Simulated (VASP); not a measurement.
# Ag3B (Fm-3m) in VASP: single point with PBEsol

Aim: the single point of Ag3B with PBEsol.

Everything below comes from runs of VASP 6.6.1. Logs are shortened: lines on timing, memory, paths and dates and some standing lists are left out, and cuts for length are marked.

**1. The cell of the first run**

Symmetry: Fm-3m, No. 225, cubic system. The conventional cell has a = 5.850 Å, b = 5.850 Å, c = 5.850 Å, α = 90.00°, β = 90.00°, γ = 90.00°. B (site symmetry m-3m) has 14 Ag at 2.53 to 2.93 Å within 3.3 Å. Within 3.3 Å of Ag (site symmetry -43m) lie 4 B at 2.53 Å and 10 Ag at 2.53 to 2.93 Å. Within 3.3 Å of Ag (site symmetry m-3m) lie 8 Ag at 2.53 Å and 6 B at 2.93 Å.

**2. Single point, PBEsol (Sc replaced by B, lengths x 0.915, strained)**

File INCAR:

```
SYSTEM = Ag3B
  PREC = Accurate
  ENCUT = 520
  EDIFF = 1E-6
  ISMEAR = 0
  SIGMA = 0.1
  LREAL = .FALSE.
  LASPH = .TRUE.
  NELM = 80
  ALGO = Fast
  ISIF = 2
  LWAVE = .FALSE.
  LCHARG = .FALSE.
  GGA = PS
  NBANDS = 26
```

File KPOINTS:

```
Automatic mesh
0
G
  12 12 12
  0 0 0
```

File POSCAR:

```
Ag3B
1.0
    0.0000000000      2.9252490205      2.9252490205
    2.9252490205      0.0000000000      2.9252490205
    2.9252490205      2.9252490205      0.0000000000
B Ag
1 3
Direct
    0.0000000000      0.0000000000      0.0000000000
    0.2500000000      0.2500000000      0.2500000000
    0.7500000000      0.7500000000      0.7500000000
    0.5000000000      0.5000000000      0.5000000000
```

Potentials or basis: VASP PAW PBE potentials, release 64 (B, Ag).

Started as:

```
$ cat potpaw_PBE.64/B/POTCAR potpaw_PBE.64/Ag/POTCAR > POTCAR
$ mpirun -np 1 vasp_std > vasp.out
```

OUTCAR:

```text
SYSTEM = Ag3B
   PREC = Accurate
   ENCUT = 520
   EDIFF = 1E-6
   ISMEAR = 0
   LREAL = .FALSE.
   LASPH = .TRUE.
   NELM = 80
   ISIF = 2
   GGA = PS

 ion  position               nearest neighbor table
   1  0.000  0.000  0.000-   3 2.53   3 2.53   3 2.53   2 2.53   2 2.53   2 2.53   3 2.53   2 2.53

   2  0.250  0.250  0.250-   1 2.53   1 2.53   1 2.53   4 2.53   4 2.53   4 2.53   4 2.53   1 2.53
                             3 2.93   3 2.93   3 2.93   3 2.93   3 2.93   3 2.93
   3  0.750  0.750  0.750-   4 2.53   4 2.53   4 2.53   1 2.53   1 2.53   1 2.53   4 2.53   1 2.53
                             2 2.93   2 2.93   2 2.93   2 2.93   2 2.93   2 2.93
   4  0.500  0.500  0.500-   2 2.53   2 2.53   2 2.53   3 2.53   3 2.53   3 2.53   3 2.53   2 2.53

  LATTYP: Found a face centered cubic cell.
 ALAT       =     5.8504980410

  Lattice vectors:

 A1 = (   0.0000000000,   2.9252490205,   2.9252490205)
 A2 = (   2.9252490205,   0.0000000000,   2.9252490205)
 A3 = (   2.9252490205,   2.9252490205,   0.0000000000)

Analysis of symmetry for initial positions (statically):
=====================================================================
 Subroutine PRICEL returns:
 Original cell was already a primitive cell.

 Routine SETGRP: Setting up the symmetry group for a
 face centered cubic supercell.

 Subroutine GETGRP returns: Found 48 space group operations
 (whereof 48 operations were pure point group operations)
 out of a pool of 48 trial point group operations.

The static configuration has the point symmetry O_h .

Analysis of symmetry for dynamics (positions and initial velocities):
=====================================================================
 Subroutine PRICEL returns:
 Original cell was already a primitive cell.

 Routine SETGRP: Setting up the symmetry group for a
 face centered cubic supercell.

 Subroutine GETGRP returns: Found 48 space group operations
 (whereof 48 operations were pure point group operations)
 out of a pool of 48 trial point group operations.

The dynamic configuration has the point symmetry O_h .

 Subroutine INISYM returns: Found 48 space group operations
 (whereof 48 operations are pure point group operations),
 and found     1 'primitive' translations

----------------------------------------------------------------------------------------

                                     Primitive cell

  volume of cell :      50.0632

  direct lattice vectors                    reciprocal lattice vectors
     0.000000000  2.925249020  2.925249020    -0.170925619  0.170925619  0.170925619
     2.925249020  0.000000000  2.925249020     0.170925619 -0.170925619  0.170925619
     2.925249020  2.925249020  0.000000000     0.170925619  0.170925619 -0.170925619

  length of vectors
     4.136926838  4.136926838  4.136926838     0.296051857  0.296051857  0.296051857

  position of ions in fractional coordinates (direct lattice)
     0.000000000  0.000000000  0.000000000
     0.250000000  0.250000000  0.250000000
     0.750000000  0.750000000  0.750000000
     0.500000000  0.500000000  0.500000000

  ion indices of the primitive-cell ions
   primitive index   ion index
                 1           1
                 2           2
                 3           3
                 4           4

----------------------------------------------------------------------------------------

 KPOINTS: Automatic mesh

Automatic generation of k-mesh.
 Grid dimensions read from file:
 generate k-points for:   12   12   12

 Generating k-lattice:

  Cartesian coordinates                     Fractional coordinates (reciprocal lattice)
    -0.014243802  0.014243802  0.014243802     0.083333333  0.000000000  0.000000000
     0.014243802 -0.014243802  0.014243802     0.000000000  0.083333333  0.000000000
     0.014243802  0.014243802 -0.014243802     0.000000000  0.000000000  0.083333333

  Length of vectors
     0.024670988  0.024670988  0.024670988

  Shift w.r.t. Gamma in fractional coordinates (k-lattice)
     0.000000000  0.000000000  0.000000000

 Subroutine IBZKPT returns following result:
 ===========================================

 Found     72 irreducible k-points:

 Following reciprocal coordinates:
            Coordinates               Weight
  0.000000  0.000000  0.000000      1.000000
  0.083333  0.000000  0.000000      8.000000
  0.166667  0.000000  0.000000      8.000000
  0.250000  0.000000  0.000000      8.000000
  0.333333  0.000000  0.000000      8.000000
  0.416667  0.000000  0.000000      8.000000
[... 16 lines left out ...]
  0.500000  0.166667  0.000000     24.000000
 -0.416667  0.166667  0.000000     24.000000
 [... further k-points ...]
   k-points           NKPTS =     72   k-points in BZ     NKDIM =     72   number of bands    NBANDS=     26
   number of dos      NEDOS =    301   number of ions     NIONS =      4
   total plane-waves  NPLWV =  32768
   dimension x,y,z NGX =    32 NGY =   32 NGZ =   32
   dimension x,y,z NGXF=    64 NGYF=   64 NGZF=   64
   ions per type =               1   3
   NGX,Y,Z   is equivalent  to a cutoff of  12.86, 12.86, 12.86 a.u.
   NGXF,Y,Z  is equivalent  to a cutoff of  25.72, 25.72, 25.72 a.u.
 SYSTEM =  Ag3B
   PREC   = accura    normal or accurate (medium, high low for compatibility)
   ISTART =      0    job   : 0-new  1-cont  2-samecut
   ICHARG =      2    charge: 1-file 2-atom 10-const
   ISPIN  =      1    spin polarized calculation?
   LNONCOLLINEAR =      F non collinear calculations
   LSORBIT =      F    spin-orbit coupling
   LASPH  =      T    aspherical Exc in radial PAW
   ENCUT  =  520.0 eV  38.22 Ry    6.18 a.u.   7.69  7.69  7.69*2*pi/ulx,y,z
   NELM   =     80;   NELMIN=  2; NELMDL= -5     # of ELM steps
   EDIFF  = 0.1E-05   stopping-criterion for ELM
   LREAL  =      F    real-space projection
   EDIFFG = 0.1E-04   stopping-criterion for IOM
   NSW    =      0    number of steps for IOM
   IBRION =     -1    ionic relax: 0-MD 1-quasi-New 2-CG
   NFREE  =      0    steps in history (QN), initial steepest desc. (CG)
   ISIF   =      2    stress and relaxation
   ISYM   =      2    0-nonsym 1-usesym 2-fastsym
   POTIM  = 0.5000    time-step for ionic-motion
   TEBEG  =    0.0;   TEEND  =   0.0 temperature during run
   PSTRESS=    0.0 pullay stress
   NELECT =      36.0000    total number of electrons
   NUPDOWN=      -1.0000    fix difference up-down
   EMIN   =  10.00;   EMAX   =-10.00  energy-range for DOS
   EFERMI =   0.00;   METHOD = LEGACY
   ISMEAR =     0;   SIGMA  =   0.10  broadening in eV -4-tet -1-fermi 0-gaus
   EFERMI_NEDOS =   21; number of points for ismear=-14 and -15
   IALGO  =     68    algorithm
   IMIX   =      4    mixing-type and parameters
     AMIX     =   0.40;   BMIX     =  1.00
     AMIX_MAG =   1.60;   BMIX_MAG =  1.00
  volume/ion in A,a.u.               =      12.52        84.46
  Fermi-wavevector in a.u.,A,eV,Ry     =   1.466683  2.771628 29.268282  2.151158
  Thomas-Fermi vector in A             =   2.582391
   LORBIT       =      0    0 simple, 1 ext, 2 COOP (PROOUT), +10 PAW based schemes
   GGA     = PS    functional components
   LHFCALC =     F    Hartree Fock is set to
   AEXX    =    0.0000 exact exchange contribution
   IVDW    =     0    specifies the selected vdW correction
   LEPSILON=     F    determine dielectric tensor
   LRPA    =     F    only Hartree local field effects (RPA)
 non-spin polarized calculation
 RMM-DIIS sequential band-by-band and
 Gauss-broadening in eV      SIGMA  =   0.10
  energy-cutoff  :      520.00
  volume of cell :       50.06
 maximum number of plane-waves:      1363
   NGX = 15   NGY = 15   NGZ = 15

 number of electron      36.0000005 magnetization

 Free energy of the ion-electron system (eV)
  ---------------------------------------------------
  ext. energy  EPLUGINS =         0.00000000
  ---------------------------------------------------
  free energy    TOTEN  =       -13.09105869 eV

  energy without entropy =      -13.08316957  energy(sigma->0) =      -13.08711413

 E-fermi :  10.7915     XC(G=0): -13.3370

 val. band max:       10.7753011326   @ k =  -0.3333   0.1667   0.0000
 cond. band min:      10.8079320684   @ k =   0.2500   0.0833   0.0000
 fundamental gap:      0.0326309358
 Fermi energy:        10.7914898185

 k-point     1 :       0.0000    0.0000    0.0000
  band No.  band energies     occupation
      1      -0.2526      2.00000
      2       3.0073      2.00000
      3       3.0073      2.00000
      4       3.5870      2.00000
      5       3.5870      2.00000
      6       3.5870      2.00000
[... 18 lines left out ...]
     25      19.4282      0.00000
     26      19.4282      0.00000

 k-point     2 :       0.0833    0.0000    0.0000
  band No.  band energies     occupation
      1      -0.1571      2.00000
      2       3.0148      2.00000
      3       3.0148      2.00000
      4       3.4984      2.00000
      5       3.6353      2.00000
      6       3.6353      2.00000
[... 18 lines left out ...]
     25      19.5075      0.00000
     26      19.5075      0.00000

 k-point     3 :       0.1667    0.0000    0.0000
  band No.  band energies     occupation
      1       0.1201      2.00000
      2       3.0545      2.00000
      3       3.0545      2.00000
      4       3.3623      2.00000
      5       3.7331      2.00000
      6       3.7331      2.00000
[... 18 lines left out ...]
     25      19.7980      0.00000
     26      19.7980      0.00000

 k-point     4 :       0.2500    0.0000    0.0000
  band No.  band energies     occupation
      1       0.5487      2.00000
      2       3.1462      2.00000
      3       3.1462      2.00000
      4       3.3032      2.00000
      5       3.7933      2.00000
      6       3.7933      2.00000
[... 18 lines left out ...]
     25      20.3641      0.00000
     26      20.3641      0.00000
[... 496 lines left out ...]
      1       1.3963      2.00000
      2       2.8153      2.00000
      3       3.6025      2.00000
      4       3.6092      2.00000
      5       3.6932      2.00000
      6       3.7746      2.00000
[... 18 lines left out ...]
     25      22.0629      0.00000
     26      23.2163      0.00000

 k-point    23 :       0.5000    0.1667    0.0000
  band No.  band energies     occupation
      1       1.6984      2.00000
      2       3.0502      2.00000
      3       3.4496      2.00000
      4       3.6611      2.00000
      5       3.7445      2.00000
      6       3.8454      2.00000
[... 18 lines left out ...]
     25      22.2034      0.00000
     26      23.5428      0.00000

 k-point    24 :      -0.4167    0.1667    0.0000
  band No.  band energies     occupation
      1       1.7376      2.00000
      2       3.1979      2.00000
      3       3.4893      2.00000
      4       3.6103      2.00000
      5       3.7622      2.00000
      6       3.8167      2.00000
[... 18 lines left out ...]
     25      21.9574      0.00000
     26      22.1122      0.00000

 [... further k-points ...]
[... 5 lines left out ...]
  --------------------------------------------------------------------------------------
  -------------------------------------------------------------------------------------
  Total        9.1446509      9.1446509      9.1446509      0.0000000      0.0000000      0.0000000
  in kB      292.6571856    292.6571856    292.6571856      0.0000000      0.0000000      0.0000000
  external PRESSURE =     292.6571856 kB  Pullay stress =       0.0000000 kB

 VOLUME and BASIS-vectors are now :
 -----------------------------------------------------------------------------
  energy-cutoff  :      520.00
  volume of cell :       50.06
      direct lattice vectors                 reciprocal lattice vectors
     0.000000000  2.925249020  2.925249020    -0.170925619  0.170925619  0.170925619
     2.925249020  0.000000000  2.925249020     0.170925619 -0.170925619  0.170925619
     2.925249020  2.925249020  0.000000000     0.170925619  0.170925619 -0.170925619

 POSITION                                       TOTAL-FORCE (eV/Angst)
 -----------------------------------------------------------------------------------
      0.00000      0.00000      0.00000         0.000000      0.000000      0.000000
      1.46262      1.46262      1.46262         0.000000     -0.000000      0.000000
      4.38787      4.38787      4.38787        -0.000000     -0.000000     -0.000000
      2.92525      2.92525      2.92525         0.000000      0.000000      0.000000
 -----------------------------------------------------------------------------------
    total drift:                               -0.000000     -0.000000      0.000000

  FREE ENERGIE OF THE ION-ELECTRON SYSTEM (eV)
  ---------------------------------------------------
  free  energy   TOTEN  =       -13.0910586858 eV

  energy  without entropy=      -13.0831695710  energy(sigma->0) =      -13.08711413
```

Wall time 69 s (1 thread of AMD EPYC 7R13 (Zen 3), shared host); peak memory 0.2 GiB.

What came out:

| Item | Value |
| --- | --- |
| Free energy | -13.0911 eV |
| Pressure | 29.3 GPa |
| Band gap on the k mesh | zero (bands 18 and 19 overlap by 4.44 eV) |

Caveat: the cell differs from its parent crystal (Sc replaced by B, lengths x 0.915, strained); the cell stands under pressure; the PAW data sets were made with another functional, which shifts forces and pressure a little.

The gap in the log of VASP goes by the Fermi energy; the results here count the filled bands.